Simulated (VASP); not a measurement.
# Rh (I4/mmm) in VASP: further runs

Rh is run at these levels: LDA; tasks: single point.

All numbers are computed with VASP 6.6.1; they aren't measurements. Logs are shortened: lines on timing, memory, paths and dates and some standing lists are left out, and cuts for length are marked.

**1. The cell of the first run**

The structure is tetragonal, space group I4/mmm (No. 139). The conventional cell has a = 2.689 Å, b = 2.689 Å, c = 3.936 Å, α = 90.00°, β = 90.00°, γ = 90.00°. Rh (site symmetry 4/mmm) has 12 Rh at 2.69 to 2.74 Å within 3.5 Å.

**2. Single point, LDA (strain +0.0350 x Voigt [1, 0, 0, 0, 0, 0])**

File INCAR:

```
SYSTEM = Rh
PREC = Accurate
ENCUT = 520
EDIFF = 1E-7
ISMEAR = 0
SIGMA = 0.15
LREAL = .FALSE.
LASPH = .TRUE.
NELM = 60
ALGO = Fast
ISIF = 2
LWAVE = .FALSE.
LCHARG = .FALSE.
NBANDS = 14
```

File KPOINTS:

```
regular mesh
0
G
  22 22 22
  0 0 0
```

File POSCAR:

```
Rh
1.0
    0.0000000000      1.9015500000      1.9015500000
    1.9681042500      0.0000000000      1.9015500000
    1.9681042500      1.9015500000      0.0000000000
Rh
1
Direct
    0.0000000000      0.0000000000      0.0000000000
```

Potentials or basis: VASP PAW LDA potentials, release 64 (Rh_pv).

Command:

```console
$ cat potpaw_LDA.64/Rh_pv/POTCAR > POTCAR
$ mpirun -np 1 vasp_std > vasp.out
```

OUTCAR:

```text
SYSTEM = Rh
   PREC = Accurate
   ENCUT = 520
   EDIFF = 1E-7
   ISMEAR = 0
   LREAL = .FALSE.
   LASPH = .TRUE.
   NELM = 60
   ISIF = 2

 ion  position               nearest neighbor table
   1  0.000  0.000  0.000-

  LATTYP: Found a body centered tetragonal cell.
 ALAT       =     2.6891977995
 C/A-ratio  =     1.4637110371

  Lattice vectors:

 A1 = (   1.9681042500,   0.0000000000,   1.9015500000)
 A2 = (   1.9681042500,   0.0000000000,  -1.9015500000)
 A3 = (  -1.9681042500,   1.9015500000,   0.0000000000)

Analysis of symmetry for initial positions (statically):
=====================================================================
 Subroutine PRICEL returns:
 Original cell was already a primitive cell.

 Routine SETGRP: Setting up the symmetry group for a
 body centered tetragonal supercell.

 Subroutine GETGRP returns: Found 16 space group operations
 (whereof 16 operations were pure point group operations)
 out of a pool of 16 trial point group operations.

The static configuration has the point symmetry D_4h.

Analysis of symmetry for dynamics (positions and initial velocities):
=====================================================================
 Subroutine PRICEL returns:
 Original cell was already a primitive cell.

 Routine SETGRP: Setting up the symmetry group for a
 body centered tetragonal supercell.

 Subroutine GETGRP returns: Found 16 space group operations
 (whereof 16 operations were pure point group operations)
 out of a pool of 16 trial point group operations.

The dynamic configuration has the point symmetry D_4h.

 Subroutine INISYM returns: Found 16 space group operations
 (whereof 16 operations are pure point group operations),
 and found     1 'primitive' translations

----------------------------------------------------------------------------------------

                                     Primitive cell

  volume of cell :      14.2329

  direct lattice vectors                    reciprocal lattice vectors
     0.000000000  1.901550000  1.901550000    -0.254051583  0.262943388  0.262943388
     1.968104250  0.000000000  1.901550000     0.254051583 -0.262943388  0.262943388
     1.968104250  1.901550000  0.000000000     0.254051583  0.262943388 -0.262943388

  length of vectors
     2.689197800  2.736663432  2.736663432     0.450356145  0.450356145  0.450356145

  position of ions in fractional coordinates (direct lattice)
     0.000000000  0.000000000  0.000000000
[... 78 lines left out ...]
   EDIFFG = 0.1E-05   stopping-criterion for IOM
   NSW    =      0    number of steps for IOM
   IBRION =     -1    ionic relax: 0-MD 1-quasi-New 2-CG
   NFREE  =      0    steps in history (QN), initial steepest desc. (CG)
   ISIF   =      2    stress and relaxation
   ISYM   =      2    0-nonsym 1-usesym 2-fastsym
   POTIM  = 0.5000    time-step for ionic-motion
   TEBEG  =    0.0;   TEEND  =   0.0 temperature during run
   PSTRESS=    0.0 pullay stress
   NELECT =      15.0000    total number of electrons
   NUPDOWN=      -1.0000    fix difference up-down
   EMIN   =  10.00;   EMAX   =-10.00  energy-range for DOS
   EFERMI =   0.00;   METHOD = LEGACY
   ISMEAR =     0;   SIGMA  =   0.15  broadening in eV -4-tet -1-fermi 0-gaus
   EFERMI_NEDOS =   21; number of points for ismear=-14 and -15
   IALGO  =     68    algorithm
   IMIX   =      4    mixing-type and parameters
     AMIX     =   0.40;   BMIX     =  1.00
     AMIX_MAG =   1.60;   BMIX_MAG =  1.00
  volume/ion in A,a.u.               =      14.23        96.05
  Fermi-wavevector in a.u.,A,eV,Ry     =   1.665996  3.148277 37.763568  2.775544
  Thomas-Fermi vector in A             =   2.752269
   LORBIT       =      0    0 simple, 1 ext, 2 COOP (PROOUT), +10 PAW based schemes
   GGA     = CA    functional components
   LHFCALC =     F    Hartree Fock is set to
   AEXX    =    0.0000 exact exchange contribution
   IVDW    =     0    specifies the selected vdW correction
   LEPSILON=     F    determine dielectric tensor
   LRPA    =     F    only Hartree local field effects (RPA)
 non-spin polarized calculation
 RMM-DIIS sequential band-by-band and
 Gauss-broadening in eV      SIGMA  =   0.15
  energy-cutoff  :      520.00
  volume of cell :       14.23
 maximum number of plane-waves:       396
   NGX =  9   NGY = 11   NGZ = 11

 number of electron      15.0000000 magnetization

 Free energy of the ion-electron system (eV)
  ---------------------------------------------------
  ext. energy  EPLUGINS =         0.00000000
  ---------------------------------------------------
  free energy    TOTEN  =        -8.62345375 eV

  energy without entropy =       -8.60759768  energy(sigma->0) =       -8.61552571

 E-fermi :  11.0725     XC(G=0): -14.1324

 val. band max:       11.0703567440   @ k =  -0.3182   0.2727   0.0909
 cond. band min:      11.0807620081   @ k =   0.3636  -0.4545   0.1818
 fundamental gap:      0.0104052641
 Fermi energy:        11.0724823352

 k-point     1 :       0.0000    0.0000    0.0000
  band No.  band energies     occupation
      1     -35.0394      2.00000
      2     -35.0216      2.00000
      3     -35.0216      2.00000
      4       3.3025      2.00000
      5       7.8911      2.00000
      6       8.2578      2.00000
      7       8.2578      2.00000
      8       9.9160      2.00000
      9      10.3569      2.00000
     10      27.0715      0.00000
     11      31.5212      0.00000
     12      31.6183      0.00000
     13      32.5900      0.00000
     14      32.5900      0.00000
[... 377 lines left out ...]
      1     -35.6794      2.00000
      2     -35.1447      2.00000
      3     -35.1053      2.00000
      4       5.2600      2.00000
      5       7.9223      2.00000
      6       8.2419      2.00000
      7      10.8214      1.98208
      8      11.5759      0.00000
      9      12.4916      0.00000
     10      19.5044      0.00000
     11      26.6731      0.00000
     12      31.5123      0.00000
     13      31.5511      0.00000
     14      32.0800      0.00000

 [... further k-points ...]
[... 5 lines left out ...]
  --------------------------------------------------------------------------------------
  -------------------------------------------------------------------------------------
  Total       -2.0949841     -1.4067911     -1.4067911      0.0000000      0.0000000     -0.0000000
  in kB     -235.8292819   -158.3604045   -158.3604045      0.0000000      0.0000000     -0.0000000
  external PRESSURE =    -184.1833637 kB  Pullay stress =       0.0000000 kB

 VOLUME and BASIS-vectors are now :
 -----------------------------------------------------------------------------
  energy-cutoff  :      520.00
  volume of cell :       14.23
      direct lattice vectors                 reciprocal lattice vectors
     0.000000000  1.901550000  1.901550000    -0.254051583  0.262943388  0.262943388
     1.968104250  0.000000000  1.901550000     0.254051583 -0.262943388  0.262943388
     1.968104250  1.901550000  0.000000000     0.254051583  0.262943388 -0.262943388

 POSITION                                       TOTAL-FORCE (eV/Angst)
 -----------------------------------------------------------------------------------
      0.00000      0.00000      0.00000         0.000000      0.000000      0.000000
 -----------------------------------------------------------------------------------
    total drift:                                0.000000      0.000000      0.000000

  FREE ENERGIE OF THE ION-ELECTRON SYSTEM (eV)
  ---------------------------------------------------
  free  energy   TOTEN  =        -8.6234537497 eV

  energy  without entropy=       -8.6075976794  energy(sigma->0) =       -8.61552571
```

stdout:

```text
POSCAR found type information on POSCAR Rh
 POSCAR found :  1 types and       1 ions
 scaLAPACK will be used
 LDA part: xc-table for (Slater(with rela. corr.)+CA(PZ))
 , standard interpolation
 POSCAR, INCAR and KPOINTS ok, starting setup
 FFT: planning ... GRIDC
 FFT: planning ... GRID_SOFT
 FFT: planning ... GRID
 WAVECAR not read
 entering main loop
WARNING in EDDRMM: call to ZHEGV failed, returncode =   6  3     12
WARNING in EDDRMM: call to ZHEGV failed, returncode =   8  4     14
WARNING in EDDRMM: call to ZHEGV failed, returncode =   6  3     14
WARNING in EDDRMM: call to ZHEGV failed, returncode =   8  4     14
WARNING in EDDRMM: call to ZHEGV failed, returncode =   8  4     12
WARNING in EDDRMM: call to ZHEGV failed, returncode =   8  4     14
```

Wall time 56 s (1 thread of Intel Xeon 6975P-C (Granite Rapids), shared host); peak memory 0.25 GiB.

What came out:

| Item | Value |
| --- | --- |
| Free energy | -8.6235 eV |
| Pressure | -18.4 GPa |

Levels at points of the mesh, in eV from the Fermi level:
```
           k point  band 5  band 6  band 7  band 8  band 9  band 10
(0.00, 0.00, 0.00)   -3.18   -2.81   -2.81   -1.16   -0.72    16.00
(0.50, 0.00, 0.00)   -3.18   -2.81    0.46    0.63    0.74     8.25
(0.50, 0.50, 0.00)   -5.67    0.51    0.78    1.10    3.41    12.13
(0.00, 0.50, 0.50)   -5.66    0.56    0.91    0.91    2.70    11.18
```

Caveat: the cell differs from its parent crystal (strain +0.0350 x Voigt [1, 0, 0, 0, 0, 0]).

**3. Single point, LDA (strain +0.0400 x Voigt [1, 0, 0, 0, 0, 0])**

File INCAR:

```
SYSTEM = Rh
PREC = Accurate
ENCUT = 520
EDIFF = 1E-6
ISMEAR = 0
SIGMA = 0.15
LREAL = .False.
LASPH = .True.
NELM = 80
ALGO = Fast
ISIF = 2
LWAVE = .False.
LCHARG = .True.
GGA = CA
LELF = .True.
LVHAR = .True.
NBANDS = 14
```

File KPOINTS:

```
regular mesh
0
Gamma
  22 22 22
  0 0 0
```

File POSCAR:

```
Rh
1.0
    0.0000000000      1.9015500000      1.9015500000
    1.9776120000      0.0000000000      1.9015500000
    1.9776120000      1.9015500000      0.0000000000
Rh
1
Direct
    0.0000000000      0.0000000000      0.0000000000
```

Potentials or basis: VASP PAW LDA potentials, release 64 (Rh_pv).

Command:

```console
$ cat potpaw_LDA.64/Rh_pv/POTCAR > POTCAR
$ mpirun -np 1 vasp_std > vasp.out
```

Run time: 47 s. Hardware: 1 thread of Intel Xeon 6975P-C (Granite Rapids), shared host; peak memory 0.24 GiB.

It converged, with:

```yaml
Free_energy: -8.6130 eV
Pressure: -19.2 GPa
```

Stress tensor (GPa, compression positive):
```
-25.04   0.00   0.00
  0.00 -16.34   0.00
  0.00   0.00 -16.34
```

Levels at points of the mesh, in eV from the Fermi level:
```
           k point  band 4  band 5  band 6  band 7  band 8  band 9  band 10  band 11
(0.00, 0.00, 0.00)   -7.73   -3.19   -2.77   -2.77   -1.18   -0.68    16.01    20.44
(0.50, 0.00, 0.00)   -5.84   -3.18   -2.77    0.45    0.64    0.75     8.20    15.44
(0.50, 0.50, 0.00)   -5.97   -5.63    0.50    0.75    1.12    3.44    12.11    12.58
(0.00, 0.50, 0.50)   -5.97   -5.62    0.56    0.90    0.90    2.64    11.04    13.46
```

Caveat: the cell differs from its parent crystal (strain +0.0400 x Voigt [1, 0, 0, 0, 0, 0]).

**4. Single point, LDA (strain -0.0300 x Voigt [1, 0, 0, 0, 0, 0])**

File INCAR:

```
ALGO = Normal
EDIFF = 1E-6
ENCUT = 530
GGA = CA
GGA_COMPAT = False
ISIF = 2
ISMEAR = 0
LASPH = True
LCHARG = False
LREAL = False
LWAVE = False
NBANDS = 14
NELM = 120
PREC = Accurate
SIGMA = 0.15
```

File KPOINTS:

```
k-points
0
Gamma
  22 22 22
```

File POSCAR:

```
Rh
1.0
    0.0000000000      1.9015500000      1.9015500000
    1.8445035000      0.0000000000      1.9015500000
    1.8445035000      1.9015500000      0.0000000000
Rh
1
Direct
    0.0000000000      0.0000000000      0.0000000000
```

Potentials or basis: VASP PAW LDA potentials, release 64 (Rh_sv_GW).

Command:

```console
$ cat potpaw_LDA.64/Rh_sv_GW/POTCAR > POTCAR
$ mpirun -np 1 vasp_std > vasp.out
```

OUTCAR:

```text
EDIFF = 1E-6
   ENCUT = 530
   GGA = CA
   ISIF = 2
   ISMEAR = 0
   LASPH = True
   LREAL = False
   NELM = 120
   PREC = Accurate

 ion  position               nearest neighbor table
   1  0.000  0.000  0.000-

  LATTYP: Found a body centered tetragonal cell.
 ALAT       =     2.6891977995
 C/A-ratio  =     1.3717871555

  Lattice vectors:

 A1 = (  -1.8445035000,   0.0000000000,  -1.9015500000)
 A2 = (  -1.8445035000,   0.0000000000,   1.9015500000)
 A3 = (   1.8445035000,   1.9015500000,   0.0000000000)

[... 578 lines left out ...]
      7       8.0144      2.00000
      8      10.8376      1.99252
      9      11.6027      0.00001
     10      12.6625      0.00000
     11      20.1971      0.00000
     12      26.5470      0.00000
     13      31.7975      0.00000
     14      32.6136      0.00000

 [... further k-points ...]
[... 5 lines left out ...]
  --------------------------------------------------------------------------------------
  -------------------------------------------------------------------------------------
  Total        0.0674519     -0.5938228     -0.5938228      0.0000000      0.0000000     -0.0000000
  in kB        8.1017703    -71.3251115    -71.3251115      0.0000000      0.0000000     -0.0000000
  external PRESSURE =     -44.8494842 kB  Pullay stress =       0.0000000 kB

 VOLUME and BASIS-vectors are now :
 -----------------------------------------------------------------------------
  energy-cutoff  :      530.00
  volume of cell :       13.34
      direct lattice vectors                 reciprocal lattice vectors
     0.000000000  1.901550000  1.901550000    -0.271075658  0.262943388  0.262943388
     1.844503500  0.000000000  1.901550000     0.271075658 -0.262943388  0.262943388
     1.844503500  1.901550000  0.000000000     0.271075658  0.262943388 -0.262943388

 POSITION                                       TOTAL-FORCE (eV/Angst)
 -----------------------------------------------------------------------------------
      0.00000      0.00000      0.00000         0.000000      0.000000     -0.000000
 -----------------------------------------------------------------------------------
    total drift:                                0.000000      0.000000      0.000000

  FREE ENERGIE OF THE ION-ELECTRON SYSTEM (eV)
  ---------------------------------------------------
  free  energy   TOTEN  =        -7.8258686759 eV

  energy  without entropy=       -7.8116551419  energy(sigma->0) =       -7.81876191
```

stdout:

```text
POSCAR found type information on POSCAR Rh
 POSCAR found :  1 types and       1 ions
 scaLAPACK will be used
 LDA part: xc-table for (Slater(with rela. corr.)+CA(PZ))
 , standard interpolation
 POSCAR, INCAR and KPOINTS ok, starting setup
 FFT: planning ... GRIDC
 FFT: planning ... GRID_SOFT
 FFT: planning ... GRID
 WAVECAR not read
 entering main loop
```

Wall time 2.3 min (1 thread of Intel Xeon Platinum 8259CL at 2.50GHz (Skylake/Cascade Lake), shared host); peak memory 0.31 GiB.

Results:

```yaml
Free_energy: -7.8259 eV
Pressure: -4.5 GPa
```

Stress tensor (GPa, compression positive):
```
 0.81  0.00  0.00
 0.00 -7.13  0.00
 0.00  0.00 -7.13
```

Levels at points of the mesh, in eV from the Fermi level:
```tsv
k point	band 6	band 7	band 8	band 9	band 10	band 11
(0.00, 0.00, 0.00)	-3.36	-3.36	-3.03	-1.24	-0.83	15.74
(0.50, 0.00, 0.00)	-3.51	-3.14	0.53	0.67	0.71	8.92
(0.50, 0.50, 0.00)	-6.25	0.60	0.89	1.19	3.03	12.34
(0.00, 0.50, 0.50)	-6.29	0.59	1.07	1.07	3.70	12.96
```

Caveat: the cell differs from its parent crystal (strain -0.0300 x Voigt [1, 0, 0, 0, 0, 0]).

**5. The runs side by side**

| potentials or basis | cell | cutoff (eV) | second run | gap on the mesh (eV) | pressure (GPa) |
| --- | --- | --- | --- | --- | --- |
| VASP PAW LDA potentials, release 64 (Rh_pv) | a = 2.689, b = 2.737, c = 2.737 Å, angles 58.9, 60.6, 60.6°, 1 atom | 520 | - | none | -18.4 |
| VASP PAW LDA potentials, release 64 (Rh_pv) | a = 2.689, b = 2.744, c = 2.744 Å, angles 58.7, 60.7, 60.7°, 1 atom | 520 | - | none | -19.2 |
| VASP PAW LDA potentials, release 64 (Rh_sv_GW) | a = 2.689, b = 2.649, c = 2.649 Å, angles 61.0, 59.5, 59.5°, 1 atom | 530 | valence_matched | none | -4.5 |

Alike in all rows: task single point; level LDA; no spin polarisation; k mesh 22 × 22 × 22; smearing gaussian 0.15 eV.

Total energies depend on the potentials used, so only differences within one code and one set of settings carry meaning.
